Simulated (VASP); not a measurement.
Crystal: GaN.

```xyz
4
Lattice="3.2218 0.0000 0.0000 -1.6109 2.7902 0.0000 0.0000 0.0000 5.2340" Properties=species:S:1:pos:R:3 pbc="T T T"
Ga    1.6109    0.9301    2.6170
Ga    0.0000    1.8601    0.0000
N     1.6109    0.9301    4.5797
N     0.0000    1.8601    1.9627
```

Base run:

* Program: VASP 6.6.1
* Functional: revPBE
* Dispersion: D3(BJ)
* Potentials or basis: VASP PAW PBE potentials, release 64 (Ga_d, N)
* Cutoff: 520 eV
* k mesh: 10 × 10 × 5
* Occupations: fermi-dirac, width 0.05 eV
* Spin: no spin polarisation

Its results: band gap on the k mesh 1.75 eV, direct; pressure -4.2 GPa; largest force 0.122 eV/Å.

Problem. The run is repeated on the same cell with these changes: functional from revPBE to RPBE; dispersion from D3(BJ) to D4. What comes out?

Solution. Band gap on the k mesh 1.77 eV, direct; pressure -7.7 GPa; largest force 0.115 eV/Å.

Several settings changed at once, so the effect can't be laid on one alone.

Caveats: the PAW data sets were made with another functional, which shifts forces and pressure a little.

